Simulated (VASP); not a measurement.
# W (I4/mmm) in VASP: notebook

The runs below take W through single point, with PBEsol.

Program: VASP 6.6.1. These are calculated values, not measurements. Logs are shortened: lines on timing, memory, paths and dates and some standing lists are left out, and cuts for length are marked.

## (1) The cell of the first run

Symmetry: I4/mmm, No. 139, tetragonal system. The conventional cell has a = 2.871 Å, b = 2.871 Å, c = 4.466 Å, α = 90.00°, β = 90.00°, γ = 90.00°. Within 3.8 Å of W (site symmetry 4/mmm) lie 12 W at 2.87 to 3.02 Å.

## (2) Single point, PBEsol (strain +0.1000 x Voigt [0, 1, 0, 0, 0, 0])

Contents of INCAR:

```
PREC = Accurate ; ENCUT = 520
EDIFF = 1E-6 ; ISMEAR = 0
SIGMA = 0.15 ; LREAL = False
LASPH = True ; NELM = 80
ALGO = Fast ; ISIF = 2
LWAVE = False ; LCHARG = False
GGA = PS ; NBANDS = 13
```

Contents of KPOINTS:

```
Automatic mesh
0
Gamma
  20 20 20
```

Contents of POSCAR:

```
W
1.0
    0.0000000000      2.2330000000      2.0300000000
    2.0300000000      0.0000000000      2.0300000000
    2.0300000000      2.2330000000      0.0000000000
W
1
Direct
    0.0000000000      0.0000000000      0.0000000000
```

Potentials or basis: VASP PAW PBE potentials, release 64 (W_sv).

Command:

```
$ cat potpaw_PBE.64/W_sv/POTCAR > POTCAR
$ mpirun -np 1 vasp_std > vasp.out
```

OUTCAR:

```text
PREC = Accurate
   ENCUT = 520
   EDIFF = 1E-6
   ISMEAR = 0
   LREAL = False
   LASPH = True
   NELM = 80
   ISIF = 2
   GGA = PS

 ion  position               nearest neighbor table
   1  0.000  0.000  0.000-

  LATTYP: Found a body centered tetragonal cell.
 ALAT       =     2.8708535316
 C/A-ratio  =     1.5556349186

  Lattice vectors:

 A1 = (   0.0000000000,  -2.2330000000,   2.0300000000)
 A2 = (   0.0000000000,  -2.2330000000,  -2.0300000000)
 A3 = (   2.0300000000,   2.2330000000,   0.0000000000)

Analysis of symmetry for initial positions (statically):
=====================================================================
 Subroutine PRICEL returns:
 Original cell was already a primitive cell.

 Routine SETGRP: Setting up the symmetry group for a
 body centered tetragonal supercell.

 Subroutine GETGRP returns: Found 16 space group operations
 (whereof 16 operations were pure point group operations)
 out of a pool of 16 trial point group operations.

The static configuration has the point symmetry D_4h.

Analysis of symmetry for dynamics (positions and initial velocities):
=====================================================================
 Subroutine PRICEL returns:
 Original cell was already a primitive cell.

 Routine SETGRP: Setting up the symmetry group for a
 body centered tetragonal supercell.

 Subroutine GETGRP returns: Found 16 space group operations
 (whereof 16 operations were pure point group operations)
 out of a pool of 16 trial point group operations.

The dynamic configuration has the point symmetry D_4h.

 Subroutine INISYM returns: Found 16 space group operations
 (whereof 16 operations are pure point group operations),
 and found     1 'primitive' translations

----------------------------------------------------------------------------------------

                                     Primitive cell

  volume of cell :      18.4039

  direct lattice vectors                    reciprocal lattice vectors
     0.000000000  2.233000000  2.030000000    -0.246305419  0.223914017  0.246305419
     2.030000000  0.000000000  2.030000000     0.246305419 -0.223914017  0.246305419
     2.030000000  2.233000000  0.000000000     0.246305419  0.223914017 -0.246305419

  length of vectors
     3.017811956  2.870853532  3.017811956     0.414089611  0.414089611  0.414089611

  position of ions in fractional coordinates (direct lattice)
     0.000000000  0.000000000  0.000000000

  ion indices of the primitive-cell ions
   primitive index   ion index
                 1           1

----------------------------------------------------------------------------------------

 KPOINTS: Automatic mesh

Automatic generation of k-mesh.
 Grid dimensions read from file:
 generate k-points for:   20   20   20

 Generating k-lattice:

  Cartesian coordinates                     Fractional coordinates (reciprocal lattice)
    -0.012315271  0.011195701  0.012315271     0.050000000  0.000000000  0.000000000
     0.012315271 -0.011195701  0.012315271     0.000000000  0.050000000  0.000000000
     0.012315271  0.011195701 -0.012315271     0.000000000  0.000000000  0.050000000

  Length of vectors
     0.020704481  0.020704481  0.020704481

  Shift w.r.t. Gamma in fractional coordinates (k-lattice)
     0.000000000  0.000000000  0.000000000

 Subroutine IBZKPT returns following result:
 ===========================================

 Found    641 irreducible k-points:

 Following reciprocal coordinates:
            Coordinates               Weight
  0.000000  0.000000  0.000000      1.000000
  0.050000  0.000000  0.000000      8.000000
  0.100000  0.000000 -0.000000      8.000000
  0.150000  0.000000  0.000000      8.000000
  0.200000  0.000000 -0.000000      8.000000
  0.250000  0.000000  0.000000      8.000000
[... 16 lines left out ...]
 -0.400000  0.050000  0.000000     16.000000
 -0.350000  0.050000  0.000000     16.000000
 [... further k-points ...]
   k-points           NKPTS =    641   k-points in BZ     NKDIM =    641   number of bands    NBANDS=     13
   number of dos      NEDOS =    301   number of ions     NIONS =      1
   total plane-waves  NPLWV =  13824
   dimension x,y,z NGX =    24 NGY =   24 NGZ =   24
   dimension x,y,z NGXF=    48 NGYF=   48 NGZF=   48
   ions per type =               1
   NGX,Y,Z   is equivalent  to a cutoff of  13.22, 13.90, 13.22 a.u.
   NGXF,Y,Z  is equivalent  to a cutoff of  26.44, 27.80, 26.44 a.u.
 SYSTEM =  unknown system
   PREC   = accura    normal or accurate (medium, high low for compatibility)
   ISTART =      0    job   : 0-new  1-cont  2-samecut
   ICHARG =      2    charge: 1-file 2-atom 10-const
   ISPIN  =      1    spin polarized calculation?
   LNONCOLLINEAR =      F non collinear calculations
   LSORBIT =      F    spin-orbit coupling
   LASPH  =      T    aspherical Exc in radial PAW
   ENCUT  =  520.0 eV  38.22 Ry    6.18 a.u.   5.61  5.34  5.61*2*pi/ulx,y,z
[... 112 lines left out ...]
     12      23.8327      0.00000
     13      26.6245      0.00000

 k-point     5 :       0.2000    0.0000   -0.0000
  band No.  band energies     occupation
      1     -65.0517      2.00000
      2     -29.0887      2.00000
      3     -28.8941      2.00000
      4     -28.8009      2.00000
      5       1.8295      2.00000
      6       7.5725      2.00000
      7       8.3264      2.00000
      8       9.3127      0.00170
      9      10.3857      0.00000
     10      11.2809      0.00000
     11      22.4324      0.00000
     12      24.1157      0.00000
     13      27.5767      0.00000

 k-point     6 :       0.2500    0.0000    0.0000
  band No.  band energies     occupation
      1     -65.0417      2.00000
      2     -29.2100      2.00000
      3     -28.9194      2.00000
      4     -28.8092      2.00000
      5       2.4546      2.00000
      6       7.4784      2.00000
      7       8.1838      2.00000
      8       9.3514      0.00046
      9      10.8403      0.00000
     10      11.3500      0.00000
     11      21.5112      0.00000
     12      24.3380      0.00000
     13      28.7233      0.00000

 k-point     7 :       0.3000    0.0000    0.0000
  band No.  band energies     occupation
      1     -65.0318      2.00000
      2     -29.3303      2.00000
      3     -28.9436      2.00000
      4     -28.8175      2.00000
      5       3.0313      2.00000
      6       7.5367      2.00000
      7       8.0381      2.00000
      8       9.2566      0.00907
      9      11.4441      0.00000
     10      11.6235      0.00000
     11      20.5866      0.00000
     12      23.6413      0.00000
     13      29.4439      0.00000
[... 193 lines left out ...]
 k-point    20 :       0.4500    0.0500    0.0000
  band No.  band energies     occupation
      1     -65.0110      2.00000
      2     -29.5602      2.00000
      3     -28.9951      2.00000
      4     -28.8459      2.00000
      5       3.8584      2.00000
      6       7.7297      2.00000
      7       8.4928      2.00000
      8       8.9718      1.06025
      9      12.6646      0.00000
     10      13.1990      0.00000
     11      18.0860      0.00000
     12      21.4436      0.00000
     13      26.1654      0.00000

 k-point    21 :       0.5000    0.0500    0.0000
  band No.  band energies     occupation
      1     -65.0087      2.00000
      2     -29.5871      2.00000
      3     -29.0002      2.00000
      4     -28.8497      2.00000
      5       3.8988      2.00000
      6       7.6697      2.00000
      7       8.5829      1.99982
      8       9.2004      0.03754
      9      12.8981      0.00000
     10      13.3792      0.00000
     11      17.5659      0.00000
     12      21.1767      0.00000
     13      25.8371      0.00000

 k-point    22 :      -0.4500    0.0500    0.0000
  band No.  band energies     occupation
      1     -65.0095      2.00000
      2     -29.5778      2.00000
      3     -28.9980      2.00000
      4     -28.8507      2.00000
      5       3.8880      2.00000
      6       7.6566      2.00000
      7       8.6055      1.99958
      8       9.1474      0.11420
      9      12.8511      0.00000
     10      13.2788      0.00000
     11      17.6953      0.00000
     12      21.2223      0.00000
     13      26.0728      0.00000

 k-point    23 :      -0.4000    0.0500    0.0000
  band No.  band energies     occupation
      1     -65.0133      2.00000
      2     -29.5333      2.00000
      3     -28.9887      2.00000
      4     -28.8489      2.00000
      5       3.8155      2.00000
      6       7.6939      2.00000
      7       8.4799      2.00000
      8       8.9303      1.35920
      9      12.5093      0.00000
     10      12.9819      0.00000
     11      18.4133      0.00000
     12      21.5814      0.00000
     13      26.7354      0.00000

 k-point    24 :      -0.3500    0.0500    0.0000
  band No.  band energies     occupation
      1     -65.0198      2.00000
      2     -29.4574      2.00000
      3     -28.9729      2.00000
      4     -28.8444      2.00000
      5       3.6268      2.00000
      6       7.7497      2.00000
      7       8.0501      2.00000
      8       9.0002      0.84777
      9      11.9579      0.00000
     10      12.5733      0.00000
     11      19.4282      0.00000
     12      22.2892      0.00000
     13      27.5835      0.00000

 [... further k-points ...]
[... 5 lines left out ...]
  --------------------------------------------------------------------------------------
  -------------------------------------------------------------------------------------
  Total       -4.0735540     -2.8025498     -4.0735540      0.0000000      0.0000000      0.0000000
  in kB     -354.6281962   -243.9793851   -354.6281962      0.0000000      0.0000000      0.0000000
  external PRESSURE =    -317.7452591 kB  Pullay stress =       0.0000000 kB

 VOLUME and BASIS-vectors are now :
 -----------------------------------------------------------------------------
  energy-cutoff  :      520.00
  volume of cell :       18.40
      direct lattice vectors                 reciprocal lattice vectors
     0.000000000  2.233000000  2.030000000    -0.246305419  0.223914017  0.246305419
     2.030000000  0.000000000  2.030000000     0.246305419 -0.223914017  0.246305419
     2.030000000  2.233000000  0.000000000     0.246305419  0.223914017 -0.246305419

 POSITION                                       TOTAL-FORCE (eV/Angst)
 -----------------------------------------------------------------------------------
      0.00000      0.00000      0.00000         0.000000      0.000000     -0.000000
 -----------------------------------------------------------------------------------
    total drift:                                0.000000      0.000000      0.000000

  FREE ENERGIE OF THE ION-ELECTRON SYSTEM (eV)
  ---------------------------------------------------
  free  energy   TOTEN  =       -13.1085145862 eV

  energy  without entropy=      -13.0956343009  energy(sigma->0) =      -13.10207444
```

Wall time 4.8 min (1 thread of AMD EPYC 7R13, shared host); peak memory 0.23 GiB.

Results:

```yaml
Free_energy: -13.1085 eV
Pressure: -31.8 GPa
Band_gap_on_the_k_mesh: zero (band 7 reaches 11.94 eV, above the bottom of band 8 at 8.54 eV)
```

Caveat: the cell differs from its parent crystal (strain +0.1000 x Voigt [0, 1, 0, 0, 0, 0]); the PAW data sets were made with another functional, which shifts forces and pressure a little; spin-orbit coupling is left out, which moves the levels of the heavy elements.

## (3) Single point, PBEsol (strain -0.1000 x Voigt [0, 1, 0, 0, 0, 0])

Contents of INCAR:

```
SYSTEM = W
PREC = Accurate ; ENCUT = 520
EDIFF = 1E-6 ; ISMEAR = 0
SIGMA = 0.15 ; LREAL = .FALSE.
LASPH = .TRUE. ; NELM = 100
ALGO = Normal ; ISIF = 2
LWAVE = .FALSE. ; LCHARG = .FALSE.
GGA = PS ; NBANDS = 13
```

Contents of KPOINTS:

```
Automatic mesh
0
G
  20 20 20
  0 0 0
```

Contents of POSCAR:

```
W
1.0
    0.0000000000      1.8270000000      2.0300000000
    2.0300000000      0.0000000000      2.0300000000
    2.0300000000      1.8270000000      0.0000000000
W
1
Direct
    0.0000000000      0.0000000000      0.0000000000
```

Potentials or basis: VASP PAW PBE potentials, release 64 (W_sv).

Command:

```
$ cat potpaw_PBE.64/W_sv/POTCAR > POTCAR
$ mpirun -np 1 vasp_std > vasp.out
```

It took 2.9 min on 1 thread of AMD EPYC 7R13, shared host; peak memory 0.2 GiB.

The run converged. Its results:

```yaml
Free_energy: -13.3684 eV
Pressure: 20.7 GPa
Band_gap_on_the_k_mesh: zero (band 7 reaches 16.69 eV, above the bottom of band 8 at 11.01 eV)
```

Stress tensor (GPa, compression positive):
```
30.62  0.00  0.00
 0.00  0.72  0.00
 0.00  0.00 30.62
```

Levels at points of the mesh, in eV from the Fermi level:
```csv
k point,band 4,band 5,band 6,band 7,band 8,band 9,band 10,band 11
"(0.00, 0.00, 0.00)",-37.24,-9.71,-1.34,-1.34,0.10,1.40,3.41,12.85
"(0.50, 0.00, 0.00)",-37.35,-6.37,-2.07,-0.25,0.72,4.76,5.96,11.48
"(0.50, 0.50, 0.00)",-37.61,-6.42,-5.14,2.61,5.06,5.33,6.90,11.88
"(0.50, 0.00, 0.50)",-38.01,-6.35,-5.59,4.89,5.32,6.23,6.23,11.19
```

Caveat: the cell differs from its parent crystal (strain -0.1000 x Voigt [0, 1, 0, 0, 0, 0]); the PAW data sets were made with another functional, which shifts forces and pressure a little; spin-orbit coupling is left out, which moves the levels of the heavy elements.

## (4) Single point, PBEsol (strain -0.0750 x Voigt [0, 1, 0, 0, 0, 0])

Contents of INCAR:

```
SYSTEM = W
ALGO = Normal ; EDIFF = 1E-6
ENCUT = 520 ; GGA = PS
ISIF = 2 ; ISMEAR = 0
LASPH = .TRUE. ; LCHARG = .FALSE.
LREAL = .FALSE. ; LWAVE = .FALSE.
NBANDS = 13 ; NELM = 80
PREC = Accurate ; SIGMA = 0.15
```

Contents of KPOINTS:

```
k-points
0
G
  20 20 20
  0 0 0
```

Contents of POSCAR:

```
W
1.0
    0.0000000000      1.8777500000      2.0300000000
    2.0300000000      0.0000000000      2.0300000000
    2.0300000000      1.8777500000      0.0000000000
W
1
Direct
    0.0000000000      0.0000000000      0.0000000000
```

Command:

```
$ cat potpaw_PBE.64/W_sv/POTCAR > POTCAR
$ mpirun -np 1 vasp_std > vasp.out
```

It took 3.2 min on 1 thread of AMD EPYC 7R13, shared host; peak memory 0.21 GiB.

The run converged. Its results:

| Item | Value |
| --- | --- |
| Free energy | -13.3623 eV |
| Pressure | 10.9 GPa |
| Band gap on the k mesh | zero (band 7 reaches 15.68 eV, above the bottom of band 8 at 10.56 eV) |

Stress tensor (GPa, compression positive):
```
18.85  0.00  0.00
 0.00 -5.11  0.00
 0.00  0.00 18.85
```

Levels at points of the mesh, in eV from the Fermi level:
```csv
k point,band 4,band 5,band 6,band 7,band 8,band 9,band 10,band 11
"(0.00, 0.00, 0.00)",-37.21,-9.47,-1.10,-1.10,-0.05,1.76,3.25,12.84
"(0.50, 0.00, 0.00)",-37.34,-6.10,-1.67,-0.38,0.71,4.87,5.70,11.09
"(0.50, 0.50, 0.00)",-37.60,-6.10,-4.93,2.73,5.11,5.46,6.63,11.85
"(0.50, 0.00, 0.50)",-37.88,-6.04,-5.22,4.38,5.22,6.12,6.12,11.31
```

Caveat: the cell differs from its parent crystal (strain -0.0750 x Voigt [0, 1, 0, 0, 0, 0]); the PAW data sets were made with another functional, which shifts forces and pressure a little; spin-orbit coupling is left out, which moves the levels of the heavy elements.

## (5) Single point, PBEsol (strain -0.0500 x Voigt [0, 1, 0, 0, 0, 0])

Contents of INCAR:

```
PREC     = Accurate       # precision mode
ENCUT    = 520            # plane-wave cutoff, eV
EDIFF    = 1E-7           # SCF threshold, eV
ISMEAR   = 0              # smearing method
SIGMA    = 0.15           # smearing width, eV
LREAL    = F              # projectors in reciprocal space
LASPH    = T              # aspherical terms in the spheres
NELM     = 100            # most SCF steps
ALGO     = Normal         # electronic algorithm
ISIF     = 2              # what is computed and relaxed
LWAVE    = F              # write WAVECAR
LCHARG   = T              # write CHGCAR
GGA      = PS             # functional
LELF     = T              # ELF
LVHAR    = T            
NBANDS   = 13             # bands
```

Contents of KPOINTS:

```
regular mesh
0
Gamma
  20 20 20
```

Contents of POSCAR:

```
W
1.0
    0.0000000000      1.9285000000      2.0300000000
    2.0300000000      0.0000000000      2.0300000000
    2.0300000000      1.9285000000      0.0000000000
W
1
Direct
    0.0000000000      0.0000000000      0.0000000000
```

Command:

```
$ cat potpaw_PBE.64/W_sv/POTCAR > POTCAR
$ mpirun -np 1 vasp_std > vasp.out
```

Run time: 3.6 min. Hardware: 1 thread of AMD EPYC 7R13, shared host; peak memory 0.21 GiB.

Results (log left out):

| Item | Value |
| --- | --- |
| Free energy | -13.3442 eV |
| Pressure | 2.2 GPa |
| Band gap on the k mesh | zero (band 7 reaches 14.73 eV, above the bottom of band 8 at 10.21 eV) |

Stress tensor (GPa, compression positive):
```
 7.75  0.00  0.00
 0.00 -8.82  0.00
 0.00  0.00  7.75
```

Levels at points of the mesh, in eV from the Fermi level:
| k point | band 3 | band 4 | band 5 | band 6 | band 7 | band 8 | band 9 | band 10 | band 11 | band 12 |
| --- | --- | --- | --- | --- | --- | --- | --- | --- | --- | --- |
| (0.00, 0.00, 0.00) | -37.25 | -37.22 | -9.25 | -0.89 | -0.89 | -0.21 | 2.05 | 3.04 | 12.83 | 17.55 |
| (0.50, 0.00, 0.00) | -37.46 | -37.35 | -5.86 | -1.32 | -0.51 | 0.68 | 4.93 | 5.44 | 10.72 | 12.40 |
| (0.50, 0.50, 0.00) | -37.71 | -37.61 | -5.82 | -4.73 | 2.83 | 5.10 | 5.55 | 6.32 | 11.79 | 12.66 |
| (0.50, 0.00, 0.50) | -37.78 | -37.78 | -5.77 | -4.90 | 3.89 | 5.11 | 5.99 | 5.99 | 11.42 | 11.42 |

Caveat: the cell differs from its parent crystal (strain -0.0500 x Voigt [0, 1, 0, 0, 0, 0]); the PAW data sets were made with another functional, which shifts forces and pressure a little; spin-orbit coupling is left out, which moves the levels of the heavy elements.

## (6) Overview

```tsv
cell	gap on the mesh (eV)	pressure (GPa)
a = 3.018, b = 2.871 Å, angles 61.6, 56.8, 61.6°, 1 atom	none	-31.8
a = 2.731, b = 2.871 Å, angles 58.3, 63.4, 58.3°, 1 atom	none	20.7
a = 2.765, b = 2.871 Å, angles 58.7, 62.5, 58.7°, 1 atom	none	10.9
a = 2.800, b = 2.871 Å, angles 59.2, 61.7, 59.2°, 1 atom	none	2.2
```

Alike in all rows: task single point; level PBEsol; potentials or basis VASP PAW PBE potentials, release 64 (W_sv); no spin polarisation; k mesh 20 × 20 × 20; cutoff (eV) 520; smearing gaussian 0.15 eV.

Caveats: the PAW data sets were made with another functional, which shifts forces and pressure a little; spin-orbit coupling is left out, which moves the levels of the heavy elements.

Total energies depend on the potentials used, so only differences within one code and one set of settings carry meaning.
